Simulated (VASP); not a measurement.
# BP (F-43m) in VASP: further runs

The runs below take BP through electric field gradients, with PBE.

All numbers are computed with VASP 6.6.1; they aren't measurements. Logs are shortened: lines on timing, memory, paths and dates and some standing lists are left out, and cuts for length are marked.

**1. The cell of the first run**

Symmetry: F-43m, No. 216, cubic system. Conventional cell: a = 4.553 Å, b = 4.553 Å, c = 4.553 Å, α = 90.00°, β = 90.00°, γ = 90.00°. Within 2.6 Å of B (site symmetry -43m) lie 4 P at 1.97 Å. P (site symmetry -43m) has 4 B at 1.97 Å within 2.6 Å.

**2. Electric field gradients, PBE (volume scaled by 1.01)**

Input file INCAR:

```
SYSTEM = BP
ALGO = Normal
EDIFF = 1E-8
ENCUT = 520
GGA = PE
ISIF = 2
ISMEAR = -1
LASPH = .True.
LCHARG = .False.
LEFG = .True.
LREAL = .False.
LWAVE = .False.
NBANDS = 11
NELM = 100
PREC = Accurate
SIGMA = 0.05
```

Input file KPOINTS:

```
k-points
0
Gamma
  15 15 15
  0 0 0
```

Input file POSCAR:

```
BP
1.0
    0.0000000000      2.2765382614      2.2765382614
    2.2765382614      0.0000000000      2.2765382614
    2.2765382614      2.2765382614      0.0000000000
B P
1 1
Direct
    0.0000000000      0.0000000000      0.0000000000
    0.7500000000      0.7500000000      0.7500000000
```

Potentials or basis: VASP PAW PBE potentials, release 64 (B, P).

Started as:

```
cat potpaw_PBE.64/B/POTCAR potpaw_PBE.64/P/POTCAR > POTCAR
mpirun -np 1 vasp_std > vasp.out
```

OUTCAR:

```text
SYSTEM = BP
   EDIFF = 1E-8
   ENCUT = 520
   GGA = PE
   ISIF = 2
   ISMEAR = -1
   LASPH = .True.
   LREAL = .False.
   NELM = 100
   PREC = Accurate

 ion  position               nearest neighbor table
   1  0.000  0.000  0.000-   2 1.97   2 1.97   2 1.97   2 1.97
   2  0.750  0.750  0.750-   1 1.97   1 1.97   1 1.97   1 1.97

  LATTYP: Found a face centered cubic cell.
 ALAT       =     4.5530765228

  Lattice vectors:

 A1 = (   0.0000000000,   2.2765382614,   2.2765382614)
 A2 = (   2.2765382614,   0.0000000000,   2.2765382614)
 A3 = (   2.2765382614,   2.2765382614,   0.0000000000)

Analysis of symmetry for initial positions (statically):
=====================================================================
 Subroutine PRICEL returns:
 Original cell was already a primitive cell.

 Routine SETGRP: Setting up the symmetry group for a
 face centered cubic supercell.

 Subroutine GETGRP returns: Found 24 space group operations
 (whereof 24 operations were pure point group operations)
 out of a pool of 48 trial point group operations.

The static configuration has the point symmetry T_d .

Analysis of symmetry for dynamics (positions and initial velocities):
=====================================================================
 Subroutine PRICEL returns:
 Original cell was already a primitive cell.

 Routine SETGRP: Setting up the symmetry group for a
 face centered cubic supercell.

 Subroutine GETGRP returns: Found 24 space group operations
 (whereof 24 operations were pure point group operations)
 out of a pool of 48 trial point group operations.

The dynamic configuration has the point symmetry T_d .

 Subroutine INISYM returns: Found 24 space group operations
 (whereof 24 operations are pure point group operations),
 and found     1 'primitive' translations

----------------------------------------------------------------------------------------

                                     Primitive cell

  volume of cell :      23.5969

  direct lattice vectors                    reciprocal lattice vectors
     0.000000000  2.276538261  2.276538261    -0.219631714  0.219631714  0.219631714
     2.276538261  0.000000000  2.276538261     0.219631714 -0.219631714  0.219631714
     2.276538261  2.276538261  0.000000000     0.219631714  0.219631714 -0.219631714

  length of vectors
     3.219511285  3.219511285  3.219511285     0.380413287  0.380413287  0.380413287

  position of ions in fractional coordinates (direct lattice)
     0.000000000  0.000000000  0.000000000
     0.750000000  0.750000000  0.750000000

  ion indices of the primitive-cell ions
   primitive index   ion index
                 1           1
                 2           2

----------------------------------------------------------------------------------------

 KPOINTS: k-points

Automatic generation of k-mesh.
 Grid dimensions read from file:
 generate k-points for:   15   15   15

 Generating k-lattice:

  Cartesian coordinates                     Fractional coordinates (reciprocal lattice)
    -0.014642114  0.014642114  0.014642114     0.066666667  0.000000000  0.000000000
     0.014642114 -0.014642114  0.014642114     0.000000000  0.066666667  0.000000000
     0.014642114  0.014642114 -0.014642114     0.000000000  0.000000000  0.066666667

  Length of vectors
     0.025360886  0.025360886  0.025360886

  Shift w.r.t. Gamma in fractional coordinates (k-lattice)
     0.000000000  0.000000000  0.000000000

 Subroutine IBZKPT returns following result:
 ===========================================

 Found    120 irreducible k-points:

 Following reciprocal coordinates:
            Coordinates               Weight
  0.000000  0.000000  0.000000      1.000000
  0.066667  0.000000  0.000000      8.000000
  0.133333  0.000000  0.000000      8.000000
  0.200000  0.000000  0.000000      8.000000
  0.266667  0.000000  0.000000      8.000000
  0.333333  0.000000  0.000000      8.000000
[... 16 lines left out ...]
  0.133333  0.133333  0.000000      6.000000
  0.200000  0.133333  0.000000     24.000000
 [... further k-points ...]
   k-points           NKPTS =    120   k-points in BZ     NKDIM =    120   number of bands    NBANDS=     11
   number of dos      NEDOS =    301   number of ions     NIONS =      2
   total plane-waves  NPLWV =  13824
   dimension x,y,z NGX =    24 NGY =   24 NGZ =   24
   dimension x,y,z NGXF=    48 NGYF=   48 NGZF=   48
   ions per type =               1   1
   NGX,Y,Z   is equivalent  to a cutoff of  12.39, 12.39, 12.39 a.u.
   NGXF,Y,Z  is equivalent  to a cutoff of  24.79, 24.79, 24.79 a.u.
 SYSTEM =  BP
   PREC   = accura    normal or accurate (medium, high low for compatibility)
   ISTART =      0    job   : 0-new  1-cont  2-samecut
   ICHARG =      2    charge: 1-file 2-atom 10-const
   ISPIN  =      1    spin polarized calculation?
   LNONCOLLINEAR =      F non collinear calculations
   LSORBIT =      F    spin-orbit coupling
   LASPH  =      T    aspherical Exc in radial PAW
   ENCUT  =  520.0 eV  38.22 Ry    6.18 a.u.   5.99  5.99  5.99*2*pi/ulx,y,z
   NELM   =    100;   NELMIN=  2; NELMDL= -5     # of ELM steps
   EDIFF  = 0.1E-07   stopping-criterion for ELM
   LREAL  =      F    real-space projection
   EDIFFG = 0.1E-06   stopping-criterion for IOM
   NSW    =      0    number of steps for IOM
   IBRION =     -1    ionic relax: 0-MD 1-quasi-New 2-CG
   NFREE  =      0    steps in history (QN), initial steepest desc. (CG)
   ISIF   =      2    stress and relaxation
   ISYM   =      2    0-nonsym 1-usesym 2-fastsym
   POTIM  = 0.5000    time-step for ionic-motion
   TEBEG  =    0.0;   TEEND  =   0.0 temperature during run
   PSTRESS=    0.0 pullay stress
   NELECT =       8.0000    total number of electrons
   NUPDOWN=      -1.0000    fix difference up-down
   EMIN   =  10.00;   EMAX   =-10.00  energy-range for DOS
   EFERMI =   0.00;   METHOD = LEGACY
   ISMEAR =    -1;   SIGMA  =   0.05  broadening in eV -4-tet -1-fermi 0-gaus
   EFERMI_NEDOS =   21; number of points for ismear=-14 and -15
   IALGO  =     38    algorithm
   IMIX   =      4    mixing-type and parameters
     AMIX     =   0.40;   BMIX     =  1.00
     AMIX_MAG =   1.60;   BMIX_MAG =  1.00
  volume/ion in A,a.u.               =      11.80        79.62
  Fermi-wavevector in a.u.,A,eV,Ry     =   1.141528  2.157175 17.729561  1.303086
  Thomas-Fermi vector in A             =   2.278228
   LORBIT       =      0    0 simple, 1 ext, 2 COOP (PROOUT), +10 PAW based schemes
   GGA     = PE    functional components
   LHFCALC =     F    Hartree Fock is set to
   AEXX    =    0.0000 exact exchange contribution
   IVDW    =     0    specifies the selected vdW correction
   LEPSILON=     F    determine dielectric tensor
   LRPA    =     F    only Hartree local field effects (RPA)
 non-spin polarized calculation
  energy-cutoff  :      520.00
  volume of cell :       23.60
 maximum number of plane-waves:       650
   NGX = 11   NGY = 11   NGZ = 11

 number of electron       8.0000000 magnetization

 Free energy of the ion-electron system (eV)
  ---------------------------------------------------
  ext. energy  EPLUGINS =         0.00000000
  ---------------------------------------------------
  free energy    TOTEN  =       -12.93102278 eV

  energy without entropy =      -12.93102275  energy(sigma->0) =      -12.93102277

 E-fermi :   7.9288     XC(G=0): -10.8645

 val. band max:        7.3153229928   @ k =   0.0000   0.0000   0.0000
 cond. band min:       8.5682237706   @ k =   0.4000   0.4000   0.0000
 fundamental gap:      1.2529007778
 Fermi energy:         7.9288295332

 k-point     1 :       0.0000    0.0000    0.0000
  band No.  band energies     occupation
      1      -8.0565      2.00000
      2       7.3153      1.99999
      3       7.3153      1.99999
      4       7.3153      1.99999
      5      10.7017      0.00000
      6      10.7017      0.00000
      7      10.7017      0.00000
      8      14.5385      0.00000
      9      18.7617      0.00000
     10      19.4160      0.00000
     11      19.4160      0.00000

 k-point     2 :       0.0667    0.0000    0.0000
  band No.  band energies     occupation
      1      -7.9770      2.00000
      2       6.6670      2.00000
      3       7.1744      2.00000
      4       7.1744      2.00000
      5      10.8961      0.00000
      6      10.8961      0.00000
      7      10.9567      0.00000
      8      14.7806      0.00000
      9      19.0252      0.00000
     10      19.0510      0.00000
     11      19.0510      0.00000

 k-point     3 :       0.1333    0.0000    0.0000
  band No.  band energies     occupation
      1      -7.7396      2.00000
      2       5.2802      2.00000
      3       6.8446      2.00000
      4       6.8446      2.00000
      5      11.2443      0.00000
      6      11.3515      0.00000
      7      11.3515      0.00000
      8      15.4402      0.00000
      9      18.4506      0.00000
     10      18.4506      0.00000
     11      19.6773      0.00000

 k-point     4 :       0.2000    0.0000    0.0000
  band No.  band energies     occupation
      1      -7.3487      2.00000
      2       3.6935      2.00000
      3       6.4682      2.00000
      4       6.4682      2.00000
      5      11.3082      0.00000
      6      11.8221      0.00000
      7      11.8221      0.00000
      8      16.2716      0.00000
      9      18.1413      0.00000
     10      18.1413      0.00000
     11      20.1816      0.00000
[... 239 lines left out ...]
 k-point    22 :      -0.0667    0.0667    0.0000
  band No.  band energies     occupation
      1      -7.8447      2.00000
      2       6.0755      2.00000
      3       6.4741      2.00000
      4       7.2039      2.00000
      5      10.9136      0.00000
      6      11.1502      0.00000
      7      11.5046      0.00000
      8      15.1036      0.00000
      9      18.2498      0.00000
     10      19.0949      0.00000
     11      19.4355      0.00000

 k-point    23 :       0.1333    0.1333    0.0000
  band No.  band energies     occupation
      1      -7.6335      2.00000
      2       5.9879      2.00000
      3       6.0399      2.00000
      4       6.0399      2.00000
      5      10.0205      0.00000
      6      12.4429      0.00000
      7      12.4429      0.00000
      8      14.7425      0.00000
      9      17.6288      0.00000
     10      19.8744      0.00000
     11      20.0868      0.00000

 k-point    24 :       0.2000    0.1333    0.0000
  band No.  band energies     occupation
      1      -7.3456      2.00000
      2       4.7071      2.00000
      3       5.6209      2.00000
      4       5.9465      2.00000
      5      10.0246      0.00000
      6      12.9253      0.00000
      7      13.0844      0.00000
      8      14.3719      0.00000
      9      17.9657      0.00000
     10      19.9035      0.00000
     11      20.7935      0.00000

 [... further k-points ...]
[... 5 lines left out ...]
  --------------------------------------------------------------------------------------
  -------------------------------------------------------------------------------------
  Total       -0.1058223     -0.1058223     -0.1058223      0.0000000      0.0000000     -0.0000000
  in kB       -7.1850991     -7.1850991     -7.1850991      0.0000000      0.0000000     -0.0000000
  external PRESSURE =      -7.1850991 kB  Pullay stress =       0.0000000 kB

 VOLUME and BASIS-vectors are now :
 -----------------------------------------------------------------------------
  energy-cutoff  :      520.00
  volume of cell :       23.60
      direct lattice vectors                 reciprocal lattice vectors
     0.000000000  2.276538261  2.276538261    -0.219631714  0.219631714  0.219631714
     2.276538261  0.000000000  2.276538261     0.219631714 -0.219631714  0.219631714
     2.276538261  2.276538261  0.000000000     0.219631714  0.219631714 -0.219631714

 POSITION                                       TOTAL-FORCE (eV/Angst)
 -----------------------------------------------------------------------------------
      0.00000      0.00000      0.00000         0.000000     -0.000000     -0.000000
      3.41481      3.41481      3.41481        -0.000000      0.000000      0.000000
 -----------------------------------------------------------------------------------
    total drift:                               -0.000000     -0.000000     -0.000000

  FREE ENERGIE OF THE ION-ELECTRON SYSTEM (eV)
  ---------------------------------------------------
  free  energy   TOTEN  =       -12.9310227761 eV

  energy  without entropy=      -12.9310227550  energy(sigma->0) =      -12.93102277

 Electric field gradients (V/A^2)
---------------------------------------------------------------------
 ion       V_xx      V_yy      V_zz      V_xy      V_xz      V_yz
---------------------------------------------------------------------
   1      -0.000     0.000    -0.000     0.000     0.000     0.000
   2      -0.000     0.000     0.000    -0.000    -0.000    -0.000
---------------------------------------------------------------------

 Electric field gradients after diagonalization (V/A^2)
 (convention: |V_zz| > |V_xx| > |V_yy|)
----------------------------------------------------------------------
 ion       V_xx      V_yy      V_zz     asymmetry (V_yy - V_xx)/ V_zz
----------------------------------------------------------------------
   1      -0.000    -0.000     0.000       0.000
   2       0.000     0.000    -0.000       0.000
----------------------------------------------------------------------

           NMR quadrupolar parameters

 Cq : quadrupolar parameter    Cq=e*Q*V_zz/h
 eta: asymmetry parameters     (V_yy - V_xx)/ V_zz
 Q  : nuclear electric quadrupole moment in mb (millibarn)
----------------------------------------------------------------------
 ion       Cq(MHz)       eta       Q (mb)
----------------------------------------------------------------------
   1       0.000       0.000       1.000
   2      -0.000       0.000       1.000
----------------------------------------------------------------------
```

Wall time 18 s (1 thread of Intel Xeon Platinum 8375C at 2.90GHz (Ice Lake), shared host); peak memory 0.15 GiB.

What came out:

```yaml
Free_energy: -12.9310 eV
Pressure: -0.7 GPa
Band_gap_on_the_k_mesh: 1.25 eV, indirect (least direct gap 3.39 eV)
```

Levels at points of the mesh, in eV from the valence-band top:
```
           k point  band 1  band 2  band 3  band 4  band 5  band 6  band 7  band 8
(0.00, 0.00, 0.00)  -15.37    0.00    0.00    0.00    3.39    3.39    3.39    7.22
```

Caveat: without QUAD_EFG the Cq values of the log hold for a quadrupole moment of 1 mb, not for the nuclei. A k mesh can miss the band edges.

**3. Electric field gradients, PBE (volume scaled by 1.01)**

Input file INCAR:

```
PREC = Accurate
ENCUT = 520
EDIFF = 1E-8
ISMEAR = -1
SIGMA = 0.05
LREAL = False
LASPH = True
NELM = 100
ALGO = Normal
ISIF = 2
LWAVE = False
LCHARG = False
GGA = PE
LEFG = True
NBANDS = 11
```

Input file KPOINTS:

```
regular mesh
0
Gamma
  15 15 15
```

POSCAR is that of step 2.

Potentials or basis: VASP PAW PBE potentials, release 64 (B, P).

Started as:

```
cat potpaw_PBE.64/B/POTCAR potpaw_PBE.64/P/POTCAR > POTCAR
mpirun -np 1 vasp_std > vasp.out
```

OUTCAR:

```text
PREC = Accurate
   ENCUT = 520
   EDIFF = 1E-8
   ISMEAR = -1
   LREAL = False
   LASPH = True
   NELM = 100
   ISIF = 2
   GGA = PE

 ion  position               nearest neighbor table
   1  0.000  0.000  0.000-   2 1.97   2 1.97   2 1.97   2 1.97
   2  0.750  0.750  0.750-   1 1.97   1 1.97   1 1.97   1 1.97

  LATTYP: Found a face centered cubic cell.
 ALAT       =     4.5530765228

  Lattice vectors:

 A1 = (   0.0000000000,   2.2765382614,   2.2765382614)
 A2 = (   2.2765382614,   0.0000000000,   2.2765382614)
[... 546 lines left out ...]
  FREE ENERGIE OF THE ION-ELECTRON SYSTEM (eV)
  ---------------------------------------------------
  free  energy   TOTEN  =       -12.9310227761 eV

  energy  without entropy=      -12.9310227550  energy(sigma->0) =      -12.93102277

 Electric field gradients (V/A^2)
---------------------------------------------------------------------
 ion       V_xx      V_yy      V_zz      V_xy      V_xz      V_yz
---------------------------------------------------------------------
   1      -0.000     0.000    -0.000     0.000     0.000     0.000
   2      -0.000     0.000     0.000    -0.000    -0.000    -0.000
---------------------------------------------------------------------

 Electric field gradients after diagonalization (V/A^2)
 (convention: |V_zz| > |V_xx| > |V_yy|)
----------------------------------------------------------------------
 ion       V_xx      V_yy      V_zz     asymmetry (V_yy - V_xx)/ V_zz
----------------------------------------------------------------------
   1      -0.000    -0.000     0.000       0.000
   2       0.000     0.000    -0.000       0.000
----------------------------------------------------------------------

           NMR quadrupolar parameters

 Cq : quadrupolar parameter    Cq=e*Q*V_zz/h
 eta: asymmetry parameters     (V_yy - V_xx)/ V_zz
 Q  : nuclear electric quadrupole moment in mb (millibarn)
----------------------------------------------------------------------
 ion       Cq(MHz)       eta       Q (mb)
----------------------------------------------------------------------
   1       0.000       0.000       1.000
   2      -0.000       0.000       1.000
----------------------------------------------------------------------
```

It took 18 s on 1 thread of Intel Xeon Platinum 8375C at 2.90GHz (Ice Lake), shared host; peak memory 0.15 GiB.

Results:

```yaml
Free_energy: -12.9310 eV
Pressure: -0.7 GPa
Band_gap_on_the_k_mesh: 1.25 eV, indirect (least direct gap 3.39 eV)
```

Levels at points of the mesh, in eV from the valence-band top:
| k point | band 2 | band 3 | band 4 | band 5 | band 6 | band 7 |
| --- | --- | --- | --- | --- | --- | --- |
| (0.00, 0.00, 0.00) | 0.00 | 0.00 | 0.00 | 3.39 | 3.39 | 3.39 |

Caveat: without QUAD_EFG the Cq values of the log hold for a quadrupole moment of 1 mb, not for the nuclei. A k mesh can miss the band edges.

(Continued in part 2 of 2.)
